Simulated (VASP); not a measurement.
# NaCdCl3 (Pm-3m) in VASP: notebook

Runs on NaCdCl3. Level: r2SCAN. Tasks: single point.

Program: VASP 6.6.1. These are calculated values, not measurements. Logs are shortened: lines on timing, memory, paths and dates and some standing lists are left out, and cuts for length are marked.

## (1) The cell of the first run

It takes space group Pm-3m (No. 221, cubic). The conventional cell has a = 5.167 Å, b = 5.167 Å, c = 5.167 Å, α = 90.00°, β = 90.00°, γ = 90.00°. Na (site symmetry m-3m) has 12 Cl at 3.65 Å and 8 Cd at 4.48 Å within 4.8 Å. Cd (site symmetry m-3m) has 6 Cl at 2.58 Å within 3.4 Å. Cl (site symmetry 4/mmm) has 2 Cd at 2.58 Å within 3.4 Å.

## (2) Single point, r2SCAN

File POSCAR:

```
NaCdCl3
1.0
    5.1673050428      0.0000000000      0.0000000000
    0.0000000000      5.1673050428      0.0000000000
    0.0000000000      0.0000000000      5.1673050428
Na Cd Cl
1 1 3
Direct
    0.0000000000      0.0000000000      0.0000000000
    0.5000000000      0.5000000000      0.5000000000
    0.5000000000      0.5000000000      0.0000000000
    0.5000000000      0.0000000000      0.5000000000
    0.0000000000      0.5000000000      0.5000000000
```

File INCAR.step1:

```
SYSTEM = NaCdCl3
PREC = Accurate
ENCUT = 520
ISMEAR = 0
SIGMA = 0.01
LREAL = .False.
LASPH = .True.
NELM = 100
NBANDS = 28
GGA = PE
ALGO = Normal
EDIFF = 1E-4
LWAVE = .True.
LCHARG = .False.
```

File INCAR.step2:

```
SYSTEM = NaCdCl3
PREC = Accurate
ENCUT = 520
EDIFF = 1E-6
ISMEAR = 0
SIGMA = 0.01
LREAL = .False.
LASPH = .True.
NELM = 100
ALGO = Normal
ISIF = 2
LWAVE = .False.
LCHARG = .False.
METAGGA = R2SCAN
LMIXTAU = .True.
NBANDS = 28
ISTART = 1
```

File KPOINTS:

```
Automatic mesh
0
Gamma
  6 6 6
  0 0 0
```

Potentials or basis: VASP PAW PBE potentials, release 64 (Na_pv, Cd, Cl).

On the command line:

```
$ cat potpaw_PBE.64/Na_pv/POTCAR potpaw_PBE.64/Cd/POTCAR potpaw_PBE.64/Cl/POTCAR > POTCAR
$ cp INCAR.step1 INCAR
$ mpirun -np 1 vasp_std > vasp.out
$ cp INCAR.step2 INCAR
$ mpirun -np 1 vasp_std > vasp.out
```

OUTCAR:

```text
SYSTEM = NaCdCl3
   PREC = Accurate
   ENCUT = 520
   EDIFF = 1E-6
   ISMEAR = 0
   LREAL = .False.
   LASPH = .True.
   NELM = 100
   ISIF = 2
   METAGGA = R2SCAN
   ISTART = 1

 ion  position               nearest neighbor table
   1  0.000  0.000  0.000-
   2  0.500  0.500  0.500-   3 2.58   4 2.58   5 2.58   3 2.58   4 2.58   5 2.58
   3  0.500  0.500  0.000-   2 2.58   2 2.58
   4  0.500  0.000  0.500-   2 2.58   2 2.58
   5  0.000  0.500  0.500-   2 2.58   2 2.58

  LATTYP: Found a simple cubic cell.
 ALAT       =     5.1673050428

  Lattice vectors:

 A1 = (   5.1673050428,   0.0000000000,   0.0000000000)
 A2 = (   0.0000000000,   5.1673050428,   0.0000000000)
 A3 = (   0.0000000000,   0.0000000000,   5.1673050428)

Analysis of symmetry for initial positions (statically):
=====================================================================
 Subroutine PRICEL returns:
 Original cell was already a primitive cell.

 Routine SETGRP: Setting up the symmetry group for a
 simple cubic supercell.

 Subroutine GETGRP returns: Found 48 space group operations
 (whereof 48 operations were pure point group operations)
 out of a pool of 48 trial point group operations.

The static configuration has the point symmetry O_h .

Analysis of symmetry for dynamics (positions and initial velocities):
=====================================================================
 Subroutine PRICEL returns:
 Original cell was already a primitive cell.

 Routine SETGRP: Setting up the symmetry group for a
 simple cubic supercell.

 Subroutine GETGRP returns: Found 48 space group operations
 (whereof 48 operations were pure point group operations)
 out of a pool of 48 trial point group operations.

The dynamic configuration has the point symmetry O_h .

 Subroutine INISYM returns: Found 48 space group operations
 (whereof 48 operations are pure point group operations),
 and found     1 'primitive' translations

----------------------------------------------------------------------------------------

                                     Primitive cell

  volume of cell :     137.9724

  direct lattice vectors                    reciprocal lattice vectors
     5.167305043  0.000000000  0.000000000     0.193524476  0.000000000  0.000000000
     0.000000000  5.167305043  0.000000000     0.000000000  0.193524476  0.000000000
     0.000000000  0.000000000  5.167305043     0.000000000  0.000000000  0.193524476
[... 85 lines left out ...]
   EDIFF  = 0.1E-05   stopping-criterion for ELM
   LREAL  =      F    real-space projection
   EDIFFG = 0.1E-04   stopping-criterion for IOM
   NSW    =      0    number of steps for IOM
   IBRION =     -1    ionic relax: 0-MD 1-quasi-New 2-CG
   NFREE  =      0    steps in history (QN), initial steepest desc. (CG)
   ISIF   =      2    stress and relaxation
   ISYM   =      2    0-nonsym 1-usesym 2-fastsym
   POTIM  = 0.5000    time-step for ionic-motion
   TEBEG  =    0.0;   TEEND  =   0.0 temperature during run
   PSTRESS=    0.0 pullay stress
   NELECT =      40.0000    total number of electrons
   NUPDOWN=      -1.0000    fix difference up-down
   EMIN   =  10.00;   EMAX   =-10.00  energy-range for DOS
   EFERMI =   0.00;   METHOD = LEGACY
   ISMEAR =     0;   SIGMA  =   0.01  broadening in eV -4-tet -1-fermi 0-gaus
   EFERMI_NEDOS =   21; number of points for ismear=-14 and -15
   IALGO  =     38    algorithm
   IMIX   =      4    mixing-type and parameters
     AMIX     =   0.40;   BMIX     =  1.00
     AMIX_MAG =   1.60;   BMIX_MAG =  1.00
  volume/ion in A,a.u.               =      27.59       186.22
  Fermi-wavevector in a.u.,A,eV,Ry     =   1.083505  2.047527 15.972995  1.173982
  Thomas-Fermi vector in A             =   2.219572
   LORBIT       =      0    0 simple, 1 ext, 2 COOP (PROOUT), +10 PAW based schemes
   METAGGA = R2SCAN    functional components
   LHFCALC =     F    Hartree Fock is set to
   AEXX    =    0.0000 exact exchange contribution
   IVDW    =     0    specifies the selected vdW correction
   LEPSILON=     F    determine dielectric tensor
   LRPA    =     F    only Hartree local field effects (RPA)
 non-spin polarized calculation
 Gauss-broadening in eV      SIGMA  =   0.01
  energy-cutoff  :      520.00
  volume of cell :      137.97
 maximum number of plane-waves:      3764
 NGX is ok and might be reduce to    40
   NGX = 19   NGY = 19   NGZ = 19

 number of electron      40.0000024 magnetization

 Free energy of the ion-electron system (eV)
  ---------------------------------------------------
  ext. energy  EPLUGINS =         0.00000000
  ---------------------------------------------------
  free energy    TOTEN  =       -49.14440940 eV

  energy without entropy =      -49.14440940  energy(sigma->0) =      -49.14440940

 E-fermi :  -0.8215     XC(G=0):  -8.2926

 val. band max:       -0.8934233629   @ k =   0.5000   0.5000   0.5000
 cond. band min:       1.6843806252   @ k =   0.0000   0.0000   0.0000
 fundamental gap:      2.5778039882
 Fermi energy:        -0.8215112908

 k-point     1 :       0.0000    0.0000    0.0000
  band No.  band energies     occupation
      1     -24.6861      2.00000
      2     -24.6861      2.00000
      3     -24.6861      2.00000
      4     -15.2419      2.00000
      5     -14.6510      2.00000
      6     -14.6510      2.00000
[... 609 lines left out ...]
     27       8.9017      0.00000
     28       8.9017      0.00000

------------------------ aborting loop because EDIFF is reached ----------------------------------------

  FORCE on cell =-STRESS in cart. coord.  units (eV):
  Direction    XX          YY          ZZ          XY          YZ          ZX
  --------------------------------------------------------------------------------------
  -------------------------------------------------------------------------------------
  Total        0.1224101      0.1224101      0.1224101     -0.0000000      0.0000000     -0.0000000
  in kB        1.4214627      1.4214627      1.4214627     -0.0000000      0.0000000     -0.0000000
  external PRESSURE =       1.4214627 kB  Pullay stress =       0.0000000 kB

 VOLUME and BASIS-vectors are now :
 -----------------------------------------------------------------------------
  energy-cutoff  :      520.00
  volume of cell :      137.97
      direct lattice vectors                 reciprocal lattice vectors
     5.167305043  0.000000000  0.000000000     0.193524476  0.000000000  0.000000000
     0.000000000  5.167305043  0.000000000     0.000000000  0.193524476  0.000000000
     0.000000000  0.000000000  5.167305043     0.000000000  0.000000000  0.193524476

 POSITION                                       TOTAL-FORCE (eV/Angst)
 -----------------------------------------------------------------------------------
      0.00000      0.00000      0.00000         0.000000      0.000000      0.000000
      2.58365      2.58365      2.58365         0.000000      0.000000      0.000000
      2.58365      2.58365      0.00000         0.000000      0.000000      0.000000
      2.58365      0.00000      2.58365         0.000000      0.000000      0.000000
      0.00000      2.58365      2.58365         0.000000      0.000000      0.000000
 -----------------------------------------------------------------------------------
    total drift:                                0.000000      0.000000     -0.000000

  FREE ENERGIE OF THE ION-ELECTRON SYSTEM (eV)
  ---------------------------------------------------
  free  energy   TOTEN  =       -49.1444094016 eV

  energy  without entropy=      -49.1444094016  energy(sigma->0) =      -49.14440940
```

It took 2.3 min on 1 thread of AMD EPYC 9R45 (Zen 5), shared host; peak memory 0.26 GiB.

Results:

```yaml
Free_energy: -49.1444 eV
Pressure: 0.1 GPa
Band_gap_on_the_k_mesh: 2.58 eV (least direct gap 3.41 eV)
```

Caveat: the PAW data sets were made with another functional, which shifts forces and pressure a little.

## (3) Single point, r2SCAN (strain +2.0%)

POSCAR: that of step 2 with these lines changed.

```diff
@@ -2,5 +2,5 @@
 1.0
-    5.1673050428      0.0000000000      0.0000000000
-    0.0000000000      5.1673050428      0.0000000000
-    0.0000000000      0.0000000000      5.1673050428
+    5.2706511437      0.0000000000      0.0000000000
+    0.0000000000      5.2706511437      0.0000000000
+    0.0000000000      0.0000000000      5.2706511437
 Na Cd Cl
```

File INCAR.step1:

```
SYSTEM = NaCdCl3
PREC = Accurate
ENCUT = 520
ISMEAR = 0
SIGMA = 0.01
LREAL = .FALSE.
LASPH = .TRUE.
NELM = 100
NBANDS = 28
GGA = PE
ALGO = Normal
EDIFF = 1E-4
LWAVE = .TRUE.
LCHARG = .FALSE.
```

File INCAR.step2:

```
SYSTEM = NaCdCl3
PREC = Accurate
ENCUT = 520
EDIFF = 1E-6
ISMEAR = 0
SIGMA = 0.01
LREAL = .FALSE.
LASPH = .TRUE.
NELM = 100
ALGO = Normal
ISIF = 2
LWAVE = .FALSE.
LCHARG = .FALSE.
METAGGA = R2SCAN
LMIXTAU = .TRUE.
NBANDS = 28
ISTART = 1
```

File KPOINTS:

```
Automatic mesh
0
G
  6 6 6
  0 0 0
```

Potentials or basis: VASP PAW PBE potentials, release 64 (Na_pv, Cd, Cl).

On the command line:

```
$ cat potpaw_PBE.64/Na_pv/POTCAR potpaw_PBE.64/Cd/POTCAR potpaw_PBE.64/Cl/POTCAR > POTCAR
$ cp INCAR.step1 INCAR
$ mpirun -np 1 vasp_std > vasp.out
$ cp INCAR.step2 INCAR
$ mpirun -np 1 vasp_std > vasp.out
```

Run time: 2.4 min. Hardware: 1 thread of AMD EPYC 9R45 (Zen 5), shared host; peak memory 0.26 GiB.

It converged, with:

```
Free energy            : -49.1034 eV
Pressure               : -1.7 GPa
Band gap on the k mesh : 2.46 eV (least direct gap 3.10 eV)
```

Levels at points of the mesh, in eV from the valence-band top:
```csv
k point,band 17,band 18,band 19,band 20,band 21,band 22,band 23,band 24
"(0.00, 0.00, 0.00)",-0.75,-0.63,-0.63,-0.63,2.46,4.67,8.64,8.64
"(0.50, 0.00, 0.00)",-0.91,-0.88,-0.67,-0.67,4.93,6.24,7.01,9.28
"(0.50, 0.50, 0.00)",-0.89,-0.89,-0.18,-0.01,6.66,6.71,7.75,7.75
"(0.50, 0.50, 0.50)",-0.17,-0.17,0.00,0.00,5.63,7.17,7.17,7.17
```

Caveat: the cell differs from its parent crystal (strain +2.0%); the PAW data sets were made with another functional, which shifts forces and pressure a little.
